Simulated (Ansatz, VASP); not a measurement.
# One calculation of NbP, two programs

```xyz
2
Lattice="3.3297 0.0000 0.0000 -1.6649 2.8836 0.0000 0.0000 0.0000 3.3417" Properties=species:S:1:pos:R:3 pbc="T T T"
Nb    0.0000    0.0000    1.6709
P     1.6649    0.9612    0.0000
```

Alike in both runs: task relaxation of cell and atoms; functional PBE; k mesh 18 × 18 × 16; occupations fermi-dirac, width 0.15 eV; no spin polarisation.

```csv
,VASP,Ansatz
version,VASP 6.6.1,Ansatz 0.2.0
potentials or method,"VASP PAW PBE potentials, release 64 (Nb_sv, P), cutoff 500 eV","scalar-relativistic, plane waves, PAW"
valence electrons in the cell,18,18
```

VASP gave:

| Quantity | Value |
| --- | --- |
| gap on the k mesh at the Fermi level, each at its own relaxed structure (eV) | none |
| relaxed volume (Å³/atom) | 16.03 |
| relaxed cell length with the largest relative difference (Å) | 3.334 |

Which values does Ansatz return?

gap on the k mesh at the Fermi level, each at its own relaxed structure (eV): none; relaxed volume (Å³/atom): 16.06; relaxed cell length with the largest relative difference (Å): 3.336.

A gap of «none» marks a metal or a gap that the smearing closes.
